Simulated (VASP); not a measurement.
# HfO2 (Fm-3m) in VASP: notebook

Runs on HfO2. Level: LDA. Tasks: single point, relaxation of volume and atoms at fixed shape.

All numbers are computed with VASP 6.6.1; they aren't measurements. Logs are shortened: lines on timing, memory, paths and dates and some standing lists are left out, and cuts for length are marked.

## (1) The cell of the first run

The structure is cubic, space group Fm-3m (No. 225). The conventional cell has a = 5.001 Å, b = 5.001 Å, c = 5.001 Å, α = 90.00°, β = 90.00°, γ = 90.00°. Within 2.9 Å of Hf (site symmetry m-3m) lie 8 O at 2.17 Å. O (site symmetry -43m) has 4 Hf at 2.17 Å and 6 O at 2.50 Å within 2.9 Å.

## (2) Single point, LDA

File INCAR:

```
ALGO     = Normal         # electronic algorithm
EDIFF    = 1E-6           # SCF threshold, eV
ENCUT    = 520            # plane-wave cutoff, eV
ISIF     = 2              # what is computed and relaxed
ISMEAR   = 0              # smearing method
LASPH    = T              # aspherical terms in the spheres
LCHARG   = F              # write CHGCAR
LREAL    = F              # projectors in reciprocal space
LWAVE    = F              # write WAVECAR
NBANDS   = 18             # bands
NELM     = 100            # most SCF steps
PREC     = Accurate       # precision mode
SIGMA    = 0.01           # smearing width, eV
```

File KPOINTS:

```
k-points
0
Gamma
  7 7 7
```

File POSCAR:

```
HfO2
1.0
    0.0000000000      2.5005583757      2.5005583757
    2.5005583757      0.0000000000      2.5005583757
    2.5005583757      2.5005583757      0.0000000000
Hf O
1 2
Direct
    0.0000000000      0.0000000000      0.0000000000
    0.2500000000      0.2500000000      0.2500000000
    0.7500000000      0.7500000000      0.7500000000
```

Potentials or basis: VASP PAW LDA potentials, release 64 (Hf_pv, O).

Started as:

```bash
cat potpaw_LDA.64/Hf_pv/POTCAR potpaw_LDA.64/O/POTCAR > POTCAR
mpirun -np 1 vasp_std > vasp.out
```

OUTCAR:

```text
EDIFF = 1E-6
   ENCUT = 520
   ISIF = 2
   ISMEAR = 0
   LASPH = T
   LREAL = F
   NELM = 100
   PREC = Accurate

 ion  position               nearest neighbor table
   1  0.000  0.000  0.000-   3 2.17   3 2.17   3 2.17   2 2.17   3 2.17   2 2.17   2 2.17   2 2.17

   2  0.250  0.250  0.250-   1 2.17   1 2.17   1 2.17   1 2.17
   3  0.750  0.750  0.750-   1 2.17   1 2.17   1 2.17   1 2.17

  LATTYP: Found a face centered cubic cell.
 ALAT       =     5.0011167514

  Lattice vectors:

 A1 = (   0.0000000000,   2.5005583757,   2.5005583757)
 A2 = (   2.5005583757,   0.0000000000,   2.5005583757)
 A3 = (   2.5005583757,   2.5005583757,   0.0000000000)

Analysis of symmetry for initial positions (statically):
=====================================================================
 Subroutine PRICEL returns:
 Original cell was already a primitive cell.

 Routine SETGRP: Setting up the symmetry group for a
 face centered cubic supercell.

 Subroutine GETGRP returns: Found 48 space group operations
 (whereof 48 operations were pure point group operations)
 out of a pool of 48 trial point group operations.

The static configuration has the point symmetry O_h .

Analysis of symmetry for dynamics (positions and initial velocities):
=====================================================================
 Subroutine PRICEL returns:
 Original cell was already a primitive cell.

 Routine SETGRP: Setting up the symmetry group for a
 face centered cubic supercell.

 Subroutine GETGRP returns: Found 48 space group operations
 (whereof 48 operations were pure point group operations)
 out of a pool of 48 trial point group operations.

The dynamic configuration has the point symmetry O_h .

 Subroutine INISYM returns: Found 48 space group operations
 (whereof 48 operations are pure point group operations),
 and found     1 'primitive' translations

----------------------------------------------------------------------------------------

                                     Primitive cell

  volume of cell :      31.2709

  direct lattice vectors                    reciprocal lattice vectors
     0.000000000  2.500558376  2.500558376    -0.199955340  0.199955340  0.199955340
     2.500558376  0.000000000  2.500558376     0.199955340 -0.199955340  0.199955340
     2.500558376  2.500558376  0.000000000     0.199955340  0.199955340 -0.199955340

  length of vectors
     3.536323568  3.536323568  3.536323568     0.346332808  0.346332808  0.346332808

  position of ions in fractional coordinates (direct lattice)
     0.000000000  0.000000000  0.000000000
     0.250000000  0.250000000  0.250000000
     0.750000000  0.750000000  0.750000000

  ion indices of the primitive-cell ions
   primitive index   ion index
                 1           1
                 2           2
                 3           3

----------------------------------------------------------------------------------------

 KPOINTS: k-points

Automatic generation of k-mesh.
 Grid dimensions read from file:
 generate k-points for:    7    7    7

 Generating k-lattice:

  Cartesian coordinates                     Fractional coordinates (reciprocal lattice)
    -0.028565049  0.028565049  0.028565049     0.142857143  0.000000000  0.000000000
     0.028565049 -0.028565049  0.028565049     0.000000000  0.142857143  0.000000000
     0.028565049  0.028565049 -0.028565049     0.000000000  0.000000000  0.142857143

  Length of vectors
     0.049476115  0.049476115  0.049476115

  Shift w.r.t. Gamma in fractional coordinates (k-lattice)
     0.000000000  0.000000000  0.000000000

 Subroutine IBZKPT returns following result:
 ===========================================

 Found     20 irreducible k-points:

 Following reciprocal coordinates:
            Coordinates               Weight
  0.000000  0.000000  0.000000      1.000000
  0.142857  0.000000  0.000000      8.000000
  0.285714  0.000000  0.000000      8.000000
  0.428571  0.000000  0.000000      8.000000
  0.142857  0.142857  0.000000      6.000000
  0.285714  0.142857  0.000000     24.000000
[... 12 lines left out ...]
 -0.428571  0.428571  0.142857     24.000000
 -0.285714  0.428571  0.142857     24.000000
   k-points           NKPTS =     20   k-points in BZ     NKDIM =     20   number of bands    NBANDS=     18
   number of dos      NEDOS =    301   number of ions     NIONS =      3
   total plane-waves  NPLWV =  21952
   dimension x,y,z NGX =    28 NGY =   28 NGZ =   28
   dimension x,y,z NGXF=    56 NGYF=   56 NGZF=   56
   ions per type =               1   2
   NGX,Y,Z   is equivalent  to a cutoff of  13.16, 13.16, 13.16 a.u.
   NGXF,Y,Z  is equivalent  to a cutoff of  26.33, 26.33, 26.33 a.u.
 SYSTEM =  unknown system
   PREC   = accura    normal or accurate (medium, high low for compatibility)
   ISTART =      0    job   : 0-new  1-cont  2-samecut
   ICHARG =      2    charge: 1-file 2-atom 10-const
   ISPIN  =      1    spin polarized calculation?
   LNONCOLLINEAR =      F non collinear calculations
   LSORBIT =      F    spin-orbit coupling
   LASPH  =      T    aspherical Exc in radial PAW
   ENCUT  =  520.0 eV  38.22 Ry    6.18 a.u.   6.58  6.58  6.58*2*pi/ulx,y,z
   NELM   =    100;   NELMIN=  2; NELMDL= -5     # of ELM steps
   EDIFF  = 0.1E-05   stopping-criterion for ELM
   LREAL  =      F    real-space projection
   EDIFFG = 0.1E-04   stopping-criterion for IOM
   NSW    =      0    number of steps for IOM
   IBRION =     -1    ionic relax: 0-MD 1-quasi-New 2-CG
   NFREE  =      0    steps in history (QN), initial steepest desc. (CG)
   ISIF   =      2    stress and relaxation
   ISYM   =      2    0-nonsym 1-usesym 2-fastsym
   POTIM  = 0.5000    time-step for ionic-motion
   TEBEG  =    0.0;   TEEND  =   0.0 temperature during run
   PSTRESS=    0.0 pullay stress
   NELECT =      22.0000    total number of electrons
   NUPDOWN=      -1.0000    fix difference up-down
   EMIN   =  10.00;   EMAX   =-10.00  energy-range for DOS
   EFERMI =   0.00;   METHOD = LEGACY
   ISMEAR =     0;   SIGMA  =   0.01  broadening in eV -4-tet -1-fermi 0-gaus
   EFERMI_NEDOS =   21; number of points for ismear=-14 and -15
   IALGO  =     38    algorithm
   IMIX   =      4    mixing-type and parameters
     AMIX     =   0.40;   BMIX     =  1.00
     AMIX_MAG =   1.60;   BMIX_MAG =  1.00
  volume/ion in A,a.u.               =      10.42        70.34
  Fermi-wavevector in a.u.,A,eV,Ry     =   1.456025  2.751488 28.844457  2.120008
  Thomas-Fermi vector in A             =   2.572991
   LORBIT       =      0    0 simple, 1 ext, 2 COOP (PROOUT), +10 PAW based schemes
   GGA     = CA    functional components
   LHFCALC =     F    Hartree Fock is set to
   AEXX    =    0.0000 exact exchange contribution
   IVDW    =     0    specifies the selected vdW correction
   LEPSILON=     F    determine dielectric tensor
   LRPA    =     F    only Hartree local field effects (RPA)
 non-spin polarized calculation
 Gauss-broadening in eV      SIGMA  =   0.01
  energy-cutoff  :      520.00
  volume of cell :       31.27
 maximum number of plane-waves:       869
 NGX is ok and might be reduce to    28
   NGX = 13   NGY = 13   NGZ = 13

 number of electron      22.0000000 magnetization

 Free energy of the ion-electron system (eV)
  ---------------------------------------------------
  ext. energy  EPLUGINS =         0.00000000
  ---------------------------------------------------
  free energy    TOTEN  =       -33.06777422 eV

  energy without entropy =      -33.06777422  energy(sigma->0) =      -33.06777422

 E-fermi :   4.4176     XC(G=0): -12.5284

 val. band max:        4.3235212107   @ k =  -0.4286   0.4286   0.0000
 cond. band min:       8.1952865270   @ k =   0.0000   0.0000   0.0000
 fundamental gap:      3.8717653162
 Fermi energy:         4.4175627671

 k-point     1 :       0.0000    0.0000    0.0000
  band No.  band energies     occupation
      1     -24.8931      2.00000
      2     -24.8931      2.00000
      3     -24.8931      2.00000
      4     -14.3174      2.00000
      5     -10.9422      2.00000
      6      -1.2466      2.00000
[... 10 lines left out ...]
     17      15.3106      0.00000
     18      17.2623      0.00000

 k-point     2 :       0.1429    0.0000    0.0000
  band No.  band energies     occupation
      1     -25.0027      2.00000
      2     -24.9049      2.00000
      3     -24.9049      2.00000
      4     -14.0108      2.00000
      5     -11.1938      2.00000
      6      -1.0405      2.00000
[... 10 lines left out ...]
     17      14.9372      0.00000
     18      17.2568      0.00000

 k-point     3 :       0.2857    0.0000    0.0000
  band No.  band energies     occupation
      1     -25.2349      2.00000
      2     -24.9312      2.00000
      3     -24.9312      2.00000
      4     -13.3619      2.00000
      5     -11.6087      2.00000
      6      -0.5723      2.00000
[... 10 lines left out ...]
     17      14.3782      0.00000
     18      17.0130      0.00000

 k-point     4 :       0.4286    0.0000    0.0000
  band No.  band energies     occupation
      1     -25.4090      2.00000
      2     -24.9521      2.00000
      3     -24.9521      2.00000
      4     -13.0059      2.00000
      5     -11.6753      2.00000
      6      -0.2208      2.00000
[... 10 lines left out ...]
     17      14.1865      0.00000
     18      17.0898      0.00000

 k-point     5 :       0.1429    0.1429    0.0000
  band No.  band energies     occupation
      1     -25.0116      2.00000
      2     -24.9224      2.00000
      3     -24.9224      2.00000
      4     -13.8999      2.00000
      5     -11.2807      2.00000
      6      -1.0007      2.00000
[... 10 lines left out ...]
     17      14.8598      0.00000
     18      17.2509      0.00000

 k-point     6 :       0.2857    0.1429    0.0000
  band No.  band energies     occupation
      1     -25.1821      2.00000
      2     -24.9553      2.00000
      3     -24.9523      2.00000
      4     -13.3276      2.00000
      5     -11.6557      2.00000
      6      -0.6245      2.00000
[... 10 lines left out ...]
     17      14.4718      0.00000
     18      17.2370      0.00000

 k-point     7 :       0.4286    0.1429    0.0000
  band No.  band energies     occupation
      1     -25.3510      2.00000
      2     -25.0042      2.00000
      3     -24.9720      2.00000
      4     -12.8399      2.00000
      5     -11.8252      2.00000
      6      -0.4509      2.00000
[... 10 lines left out ...]
     17      14.8675      0.00000
     18      17.1798      0.00000

 k-point     8 :      -0.4286    0.1429    0.0000
  band No.  band energies     occupation
      1     -25.3959      2.00000
      2     -25.0362      2.00000
      3     -24.9668      2.00000
      4     -12.7742      2.00000
      5     -11.7689      2.00000
      6      -0.5463      2.00000
[... 10 lines left out ...]
     17      14.7089      0.00000
     18      17.2054      0.00000
[... 145 lines left out ...]
     17      16.3064      0.00000
     18      17.2564      0.00000

 k-point    16 :      -0.4286    0.4286    0.0000
  band No.  band energies     occupation
      1     -25.4240      2.00000
      2     -25.0991      2.00000
      3     -25.0371      2.00000
      4     -12.3591      2.00000
      5     -11.8666      2.00000
      6      -2.1805      2.00000
[... 10 lines left out ...]
     17      17.2441      0.00000
     18      17.9617      0.00000

 k-point    17 :       0.4286    0.2857    0.1429
  band No.  band energies     occupation
      1     -25.2797      2.00000
      2     -25.0496      2.00000
      3     -24.9691      2.00000
      4     -12.7724      2.00000
      5     -11.9426      2.00000
      6      -0.6649      2.00000
[... 10 lines left out ...]
     17      14.9475      0.00000
     18      17.2418      0.00000

 k-point    18 :      -0.4286    0.2857    0.1429
  band No.  band energies     occupation
      1     -25.3348      2.00000
      2     -25.1322      2.00000
      3     -24.9957      2.00000
      4     -12.4607      2.00000
      5     -11.9717      2.00000
      6      -0.7695      2.00000
[... 10 lines left out ...]
     17      15.7456      0.00000
     18      17.2338      0.00000

 k-point    19 :      -0.4286    0.4286    0.1429
  band No.  band energies     occupation
      1     -25.3754      2.00000
      2     -25.1190      2.00000
      3     -25.0381      2.00000
      4     -12.2518      2.00000
      5     -12.0394      2.00000
      6      -1.7248      2.00000
[... 10 lines left out ...]
     17      16.7395      0.00000
     18      17.2551      0.00000

 k-point    20 :      -0.2857    0.4286    0.1429
  band No.  band energies     occupation
      1     -25.2911      2.00000
      2     -25.2309      2.00000
      3     -25.0326      2.00000
      4     -12.2136      2.00000
      5     -12.0329      2.00000
      6      -1.2953      2.00000
[... 10 lines left out ...]
     17      17.0534      0.00000
     18      17.2431      0.00000

------------------------ aborting loop because EDIFF is reached ----------------------------------------

  FORCE on cell =-STRESS in cart. coord.  units (eV):
  Direction    XX          YY          ZZ          XY          YZ          ZX
  --------------------------------------------------------------------------------------
  -------------------------------------------------------------------------------------
  Total       -0.6310018     -0.6310018     -0.6310018      0.0000000      0.0000000     -0.0000000
  in kB      -32.3295890    -32.3295890    -32.3295890      0.0000000      0.0000000     -0.0000000
  external PRESSURE =     -32.3295890 kB  Pullay stress =       0.0000000 kB

 VOLUME and BASIS-vectors are now :
 -----------------------------------------------------------------------------
  energy-cutoff  :      520.00
  volume of cell :       31.27
      direct lattice vectors                 reciprocal lattice vectors
     0.000000000  2.500558376  2.500558376    -0.199955340  0.199955340  0.199955340
     2.500558376  0.000000000  2.500558376     0.199955340 -0.199955340  0.199955340
     2.500558376  2.500558376  0.000000000     0.199955340  0.199955340 -0.199955340

 POSITION                                       TOTAL-FORCE (eV/Angst)
 -----------------------------------------------------------------------------------
      0.00000      0.00000      0.00000        -0.000000     -0.000000      0.000000
      1.25028      1.25028      1.25028         0.000000      0.000000      0.000000
      3.75084      3.75084      3.75084        -0.000000     -0.000000     -0.000000
 -----------------------------------------------------------------------------------
    total drift:                                0.000000      0.000000      0.000000

  FREE ENERGIE OF THE ION-ELECTRON SYSTEM (eV)
  ---------------------------------------------------
  free  energy   TOTEN  =       -33.0677742173 eV

  energy  without entropy=      -33.0677742173  energy(sigma->0) =      -33.06777422
```

Run time: 8.4 s. Hardware: 1 thread of Intel Xeon Platinum 8259CL at 2.50GHz (Skylake/Cascade Lake), shared host; peak memory 0.14 GiB.

What came out:

```yaml
Free_energy: -33.0678 eV
Pressure: -3.2 GPa
Band_gap_on_the_k_mesh: 3.87 eV (least direct gap 4.09 eV)
```

Caveat: the cell stands under tension; spin-orbit coupling is left out, which moves the levels of the heavy elements; an odd mesh through Γ misses points on the zone boundary, where band edges can lie.

[end of part 1 of 2]
